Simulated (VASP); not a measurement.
Here is a VASP 6.6.1 calculation.

The input INCAR:

```
SYSTEM = Mg12Cu
PREC     = Accurate       ! precision mode
ENCUT    = 520            ! plane-wave cutoff, eV
EDIFF    = 1E-6           ! SCF threshold, eV
ISMEAR   = -1             ! smearing method
SIGMA    = 0.05           ! smearing width, eV
LREAL    = .FALSE.        ! projectors in reciprocal space
LASPH    = .TRUE.         ! aspherical terms in the spheres
NELM     = 100            ! most SCF steps
ALGO     = Normal         ! electronic algorithm
ISIF     = 2              ! what is computed and relaxed
LWAVE    = .FALSE.        ! write WAVECAR
LCHARG   = .FALSE.        ! write CHGCAR
GGA      = PE             ! functional
IVDW     = 12             ! dispersion correction
NBANDS   = 30             ! bands
```

File KPOINTS:

```
regular mesh
0
G
  3 2 3
  0 0 0
```

File POSCAR:

```
Mg12Cu
1.0
    6.4200000000      0.0000000000      0.0000000000
   -4.8150000000      8.3398250000      0.0000000000
    0.0000000000      0.0000000000      5.2130400000
Mg Cu
12 1
Direct
    0.0619618218      0.0091469629      0.0385357983
    0.1058072449      0.2141203627      0.5827464630
    0.0110897439      0.3301448853      0.1145668158
    0.2542901605      0.5904371730      0.4940856860
    0.0391631337      0.6543660412     -0.0081687187
    0.1247699589      0.8585120757      0.5237450512
    0.5550848792      0.0134615133     -0.0707278599
    0.5286216940      0.1666888590      0.4251232245
    0.5153918579      0.3414690408     -0.0362305306
    0.6864457193      0.5350916281      0.4636124757
    0.5731056148      0.6850862450     -0.0267180811
    0.6762692905      0.9000339149      0.4479681257
   -0.1262693194      0.3710500980      0.6804984503
```

Potentials or basis: VASP PAW PBE potentials, release 64 (Mg, Cu).

The run is started by

```console
$ cat potpaw_PBE.64/Mg/POTCAR potpaw_PBE.64/Cu/POTCAR > POTCAR
$ mpirun -np 1 vasp_std > vasp.out
```

**Question.** Estimate the band gap on the k mesh.

**Answer.** Zero (an odd number of electrons rules out a gap without spin polarisation).

**Question.** Predict the pressure.

**Answer.** -0.3 GPa.

**Question.** What does it give for the largest force?

**Answer.** 0.019 eV/Å.

Stress tensor (GPa, compression positive):
```
-1.41  0.53  1.07
 0.53  0.48 -0.31
 1.07 -0.31  0.05
```

Caveat: the k points lie up to 0.40 Å⁻¹ apart, too coarse for converged energies and pressures of a metal.
